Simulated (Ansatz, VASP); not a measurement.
# Ni in VASP and in Ansatz

INCAR

```
SYSTEM = Ni
ALGO = Normal
EDIFF = 1E-6
ENCUT = 520
GGA = CA
ISIF = 2
ISMEAR = -1
ISPIN = 2
LASPH = .TRUE.
LCHARG = .FALSE.
LMAXMIX = 4
LORBIT = 11
LREAL = .FALSE.
LWAVE = .FALSE.
MAGMOM = 1 1
NBANDS = 21
NELM = 150
PREC = Accurate
SIGMA = 0.1
```

The input KPOINTS:

```
k-points
0
G
  17 17 12
  0 0 0
```

POSCAR

```
Ni
1.0
    1.7124962518      1.7124962518      0.0000000000
   -1.7124962518      1.7124962518      0.0000000000
    0.0000000000      0.0000000000      3.4249925035
Ni
2
Direct
    0.0000000000      0.0000000000      0.0000000000
    0.5000000000      0.5000000000      0.5000000000
```

Input for Ansatz:

```yaml
crystal:
  lattice:
    - [1.7124962518, 1.7124962518, 0.0]
    - [-1.7124962518, 1.7124962518, 0.0]
    - [0.0, 0.0, 3.4249925035]
  atoms:
    - { symbol: Ni, position: [0.0, 0.0, 0.0], spin: 1.0 }
    - { symbol: Ni, position: [0.5, 0.5, 0.5], spin: 1.0 }
magnetization:
  spin_polarized: true
kpoints:
  mp_grid: { grid: [17, 17, 12] }
scf:
  occupations: { method: fermi_dirac, width: 0.1 }
hamiltonian:
  xc: lda
  pseudopotentials: { kind: paw }
output:
  forces: true
  stress: true
  eigenvalues: true
```

Alike in both runs: task single point; functional LDA; k mesh 17 × 17 × 12; occupations fermi-dirac, width 0.1 eV; collinear spin.

|  | VASP | Ansatz |
| --- | --- | --- |
| version | VASP 6.6.1 | Ansatz 0.2.0 |
| potentials or method | VASP PAW LDA potentials, release 64 (Ni) | PAW with Ansatz's default frozen-core files, scalar-relativistic |
| plane-wave cutoff (eV) | 520 | 420 |
| valence electrons in the cell | 20 | 36 |

|  | VASP | Ansatz | Ansatz less VASP |
| --- | --- | --- | --- |
| pressure (GPa) | -0.2 | 0.0 | +0.21 |
| net moment per atom (μB) | 0.54 | 0.57 | +0.028 |
| size of the moment on the site where the two differ most (μB) | 0.54 | 0.60 | +0.053 |

LDA's correlation is that of Perdew and Zunger in VASP and of Perdew and Wang (1992) in Ansatz. Site moments also hang on the region over which each program counts them. VASP's potentials hold 20 valence electrons a cell and Ansatz's 36, so a difference there can come from the potentials and not from the codes.
